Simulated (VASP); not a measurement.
Write the native input for VASP 6.6.1 that does the following.

```
Task                   : single point
Functional             : PBEsol
Potentials or basis    : VASP PAW PBE potentials, release 64 (Zn, O, H)
Cutoff                 : 520 eV
k mesh                 : 4 × 4 × 8
Occupations            : gaussian, width 0.05 eV
Spin                   : no spin polarisation
Dipole correction      : no
Further INCAR settings : ALGO = Normal; EDIFF = 1e-07; NBANDS = 46
```

The structure of Zn4HO4 (a cell with a defect) lies in POSCAR:

```
Zn4HO4
1.0
    5.5148137916      0.0000000000      0.0000000000
    0.0000000000      5.5148137916      0.0000000000
    0.0000000000      0.0000000000      3.2430062931
Zn O H
4 4 1
Direct
    0.1820657240      0.1820657240      0.5000000000
    0.8179342760      0.8179342760      0.5000000000
    0.6820657240      0.3179342760      0.0000000000
    0.3179342760      0.6820657240      0.0000000000
    0.8180023132      0.1819976868      0.5000000000
    0.1819976868      0.8180023132      0.5000000000
    0.6819976868      0.6819976868      0.0000000000
    0.3180023132      0.3180023132      0.0000000000
    1.0000405349     -0.5180023132      0.1000000000
```

The input as run:

INCAR

```
SYSTEM = Zn4HO4
PREC = Accurate
ENCUT = 520
EDIFF = 1E-7
ISMEAR = 0
SIGMA = 0.05
LREAL = .False.
LASPH = .True.
NELM = 100
ALGO = Normal
ISIF = 2
LWAVE = .False.
LCHARG = .True.
GGA = PS
LELF = .True.
LVHAR = .True.
NBANDS = 46
```

KPOINTS

```
Automatic mesh
0
Gamma
  4 4 8
  0 0 0
```

Potentials or basis: VASP PAW PBE potentials, release 64 (Zn, O, H).

Run with:

```bash
$ cat potpaw_PBE.64/Zn/POTCAR potpaw_PBE.64/O/POTCAR potpaw_PBE.64/H/POTCAR > POTCAR
$ mpirun -np 1 vasp_std > vasp.out
```

Results of the run:

| Quantity | Value |
| --- | --- |
| Pressure | 3.4 GPa |
| Largest force | 0.730 eV/Å |

Caveat: the PAW data sets were made with another functional, which shifts forces and pressure a little; an odd number of electrons without spin polarisation forces a metal; a magnetic or distorted state may lie lower.

Run time: 7.7 min on 1 thread of Intel Xeon 8259CL, on a shared host, peak memory 0.36 GiB.
